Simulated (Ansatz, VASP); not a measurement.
## Bi in VASP and in Ansatz

INCAR

```
ALGO = Fast ; EDIFF = 1E-6
ENCUT = 520 ; GGA = CA
ISIF = 2 ; ISMEAR = 0
LASPH = T ; LCHARG = F
LREAL = F ; LWAVE = F
NBANDS = 14 ; NELM = 60
PREC = Accurate ; SIGMA = 0.05
```

Contents of KPOINTS:

```
k-points
0
Gamma
  10 10 10
```

POSCAR

```
Bi
1.0
   -4.0446079000      4.0446079000      1.5020922000
    4.0446079000     -4.0446079000      1.5020922000
    4.0446079000      4.0446079000     -1.5020922000
Bi
1
Direct
    0.0000000000      0.0000000000      0.0000000000
```

Input for Ansatz:

```yaml
crystal:
  lattice:
    - [-4.0446079, 4.0446079, 1.5020922]
    - [4.0446079, -4.0446079, 1.5020922]
    - [4.0446079, 4.0446079, -1.5020922]
  atoms:
    - { symbol: Bi, position: [0.0, 0.0, 0.0] }
basis:
  ecutwfc: 420
kpoints:
  mp_grid: { grid: [10, 10, 10] }
hamiltonian:
  xc: lda
scf:
  occupations: { method: gaussian, width: 0.05 }
output:
  forces: true
  stress: true
  eigenvalues: true
```

Change from the starting cell: strain -0.050 along x and y, +0.050 along z, atoms carried along.

Alike in both runs: task single point; functional LDA; k mesh 10 × 10 × 10; occupations gaussian, width 0.05 eV; no spin polarisation.

|  | VASP | Ansatz |
| --- | --- | --- |
| version | VASP 6.6.1 | Ansatz 0.2.0 |
| potentials or method | VASP PAW LDA potentials, release 64 (Bi_d), cutoff 520 eV | scalar-relativistic, plane waves, PAW |
| valence electrons in the cell | 15 | 15 |

```csv
,VASP,Ansatz,Ansatz less VASP
gap on the k mesh at the Fermi level (eV),none,none,-
pressure (GPa),-1.3,-1.3,+0.01
"traceless stress, the component that is largest in VASP (GPa)",-2.09,-2.08,+0.008
```

LDA's correlation is that of Perdew and Zunger in VASP and of Perdew and Wang (1992) in Ansatz. A gap of «none» marks a metal or a gap that the smearing closes.

Spin-orbit coupling is off throughout.
